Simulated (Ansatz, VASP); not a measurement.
## One calculation of AlCr2C, two programs

INCAR

```
SYSTEM = AlCr2C
PREC     = Accurate       ! precision mode
ENCUT    = 520            ! plane-wave cutoff, eV
EDIFF    = 1E-7           ! SCF threshold, eV
ISMEAR   = 0              ! smearing method
SIGMA    = 0.1            ! smearing width, eV
LREAL    = .FALSE.        ! projectors in reciprocal space
LASPH    = .TRUE.         ! aspherical terms in the spheres
NELM     = 100            ! most SCF steps
ALGO     = Normal         ! electronic algorithm
ISIF     = 2              ! what is computed and relaxed
LWAVE    = .FALSE.        ! write WAVECAR
LCHARG   = .FALSE.        ! write CHGCAR
GGA      = PE             ! functional
NBANDS   = 41             ! bands
```

KPOINTS

```
Automatic mesh
0
G
  9 9 2
  0 0 0
```

POSCAR

```
AlCr2C
1.0
    2.8251010646      0.0000000000      0.0000000000
   -1.4125505323      2.4466092902      0.0000000000
    0.0000000000      0.0000000000     12.6013736800
Al Cr C
2 4 2
Direct
    0.6666666700      0.3333333300      0.2500000000
    0.3333333300      0.6666666700      0.7500000000
    0.3333333300      0.6666666700      0.4149411600
    0.6666666700      0.3333333300      0.9149411600
    0.6666666700      0.3333333300      0.5850588400
    0.3333333300      0.6666666700      0.0850588400
    0.0000000000      0.0000000000      0.5000000000
    0.0000000000      0.0000000000      0.0000000000
```

Input for Ansatz:

```yaml
crystal:
  lattice:
    - [2.8251010646, 0.0, 0.0]
    - [-1.4125505323, 2.4466092902, 0.0]
    - [0.0, 0.0, 12.60137368]
  atoms:
    - { symbol: Al, position: [0.66666667, 0.33333333, 0.25] }
    - { symbol: Al, position: [0.33333333, 0.66666667, 0.75] }
    - { symbol: Cr, position: [0.33333333, 0.66666667, 0.41494116] }
    - { symbol: Cr, position: [0.66666667, 0.33333333, 0.91494116] }
    - { symbol: Cr, position: [0.66666667, 0.33333333, 0.58505884] }
    - { symbol: Cr, position: [0.33333333, 0.66666667, 0.08505884] }
    - { symbol: C, position: [0.0, 0.0, 0.5] }
    - { symbol: C, position: [0.0, 0.0, 0.0] }
basis:
  ecutwfc: 420
kpoints:
  mp_grid: { grid: [9, 9, 2] }
hamiltonian:
  xc: pbe
scf:
  occupations: { method: gaussian, width: 0.1 }
  mixing: { beta: 0.2 }
  n_extra_bands: 16
output:
  forces: true
  stress: true
  eigenvalues: true
```

Alike in both runs: task single point; functional PBE; k mesh 9 × 9 × 2; occupations gaussian, width 0.1 eV; no spin polarisation.

```csv
,VASP,Ansatz
version,VASP 6.6.1,Ansatz 0.2.0
potentials or method,"VASP PAW PBE potentials, release 64 (Al, Cr_pv, C), cutoff 520 eV","scalar-relativistic, plane waves, PAW"
valence electrons in the cell,62,70
```

```tsv
	VASP	Ansatz	Ansatz less VASP
gap on the k mesh at the Fermi level (eV)	none	none	-
pressure (GPa)	3.7	3.6	-0.10
traceless stress, the component that is largest in VASP (GPa)	0.09	0.21	+0.123
rms of the force components (eV/Å)	0.018	0.000	-0.0178
```

Atom by atom the forces differ by 0.018 eV/Å (rms over components). A gap of «none» marks a metal or a gap that the smearing closes. The functional is the same, so the differences come from potentials, cutoffs and numerics. VASP's potentials hold 62 valence electrons a cell and Ansatz's 70, so a difference there can come from the potentials and not from the codes.
